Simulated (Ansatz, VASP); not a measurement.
Ag: VASP beside Ansatz

```
Ag
1.0
     3.99407    0.00000    0.00000
     0.00000    3.99407    0.00000
     0.00000    0.00000    3.99407
Ag
3
Cartesian
  1.9970 0.0000 0.0000
  0.0000 1.9970 0.0000
  0.0000 0.0000 1.9970
```

Alike in both runs: functional PBE; k mesh 12 × 12 × 12; occupations gaussian, width 0.1 eV; no spin polarisation.

Ansatz relaxed the structure, and its values are those at the end. VASP's run is a single point on that final structure, the one shown.

|  | VASP | Ansatz |
| --- | --- | --- |
| version | VASP 6.6.1 | Ansatz 0.2.0 |
| potentials or method | VASP PAW PBE potentials, release 64 (Ag), cutoff 520 eV | scalar-relativistic, plane waves, PAW |
| valence electrons in the cell | 33 | 57 |

VASP gave:

| Property | Result |
| --- | --- |
| gap on the k mesh at the Fermi level (eV) | none |
| pressure (GPa) | -0.1 |

**Question.** What did Ansatz give for the same quantities?

**Answer.** gap on the k mesh at the Fermi level (eV): none; pressure (GPa): 0.0.

A gap of «none» marks a metal or a gap that the smearing closes. VASP's potentials hold 33 valence electrons a cell and Ansatz's 57, so a difference there can come from the potentials and not from the codes.
